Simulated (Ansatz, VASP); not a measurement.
# Two plane-wave programs on MgO

POSCAR

```
MgO
1.0
    0.0000000000      2.1065500000      2.1065500000
    2.1065500000      0.0000000000      2.1065500000
    2.1065500000      2.1065500000      0.0000000000
Mg O
1 1
Direct
    0.0000000000      0.0000000000      0.0000000000
    0.5000000000      0.5000000000      0.5000000000
```

Contents of INCAR.step1:

```
PREC     = Accurate       # precision mode
ENCUT    = 920            # plane-wave cutoff, eV
ISMEAR   = -1             # smearing method
SIGMA    = 0.1            # smearing width, eV
LREAL    = F              # projectors in reciprocal space
LASPH    = T              # aspherical terms in the spheres
NELM     = 120            # most SCF steps
NBANDS   = 15             # bands
GGA      = PE             # functional
ALGO     = Normal         # electronic algorithm
EDIFF    = 1E-5           # SCF threshold, eV
LWAVE    = T              # write WAVECAR
LCHARG   = F              # write CHGCAR
GGA_COMPAT= F
```

The input INCAR.step2:

```
PREC     = Accurate       # precision mode
ENCUT    = 920            # plane-wave cutoff, eV
EDIFF    = 1E-6           # SCF threshold, eV
ISMEAR   = -1             # smearing method
SIGMA    = 0.1            # smearing width, eV
LREAL    = F              # projectors in reciprocal space
LASPH    = T              # aspherical terms in the spheres
NELM     = 120            # most SCF steps
ALGO     = Normal         # electronic algorithm
ISIF     = 2              # what is computed and relaxed
LWAVE    = F              # write WAVECAR
LCHARG   = T              # write CHGCAR
METAGGA  = R2SCAN         # meta-GGA
LMIXTAU  = T            
LELF     = T              # ELF
LVHAR    = T            
NBANDS   = 15             # bands
ISTART   = 1            
GGA_COMPAT= F
```

File KPOINTS:

```
regular mesh
0
Gamma
  8 8 8
```

Input for Ansatz:

```yaml
crystal:
  lattice:
    - [0.0, 2.10655, 2.10655]
    - [2.10655, 0.0, 2.10655]
    - [2.10655, 2.10655, 0.0]
  atoms:
    - { symbol: Mg, position: [0.0, 0.0, 0.0] }
    - { symbol: O, position: [0.5, 0.5, 0.5] }
hamiltonian:
  xc: r2scan
  pseudopotentials: { kind: paw }
basis:
  ecutwfc: 500
kpoints:
  mp_grid: { grid: [8, 8, 8] }
scf:
  occupations: { method: fermi_dirac, width: 0.1 }
  lower_state_search: "off"
  algorithm: density_mixing
  max_iter: 50
  mixing: { algorithm: anderson, ndim: 1, beta: 0.4, preconditioner: kerker }
output:
  forces: true
  stress: true
```

Alike in both runs: task single point; functional r2SCAN; k mesh 8 × 8 × 8; occupations fermi-dirac, width 0.1 eV; no spin polarisation.

|  | VASP | Ansatz |
| --- | --- | --- |
| version | VASP 6.6.1 | Ansatz 0.2.0 |
| potentials or method | VASP PAW PBE potentials, release 64 (Mg_sv, O), cutoff 920 eV | PAW, plane waves, scalar-relativistic |
| valence electrons in the cell | 16 | 16 |

|  | VASP | Ansatz | Ansatz less VASP |
| --- | --- | --- | --- |
| pressure (GPa) | -0.5 | -1.0 | -0.48 |

VASP's potentials were made for PBE, not for r2SCAN. The functional is the same, so the differences come from potentials, cutoffs and numerics.
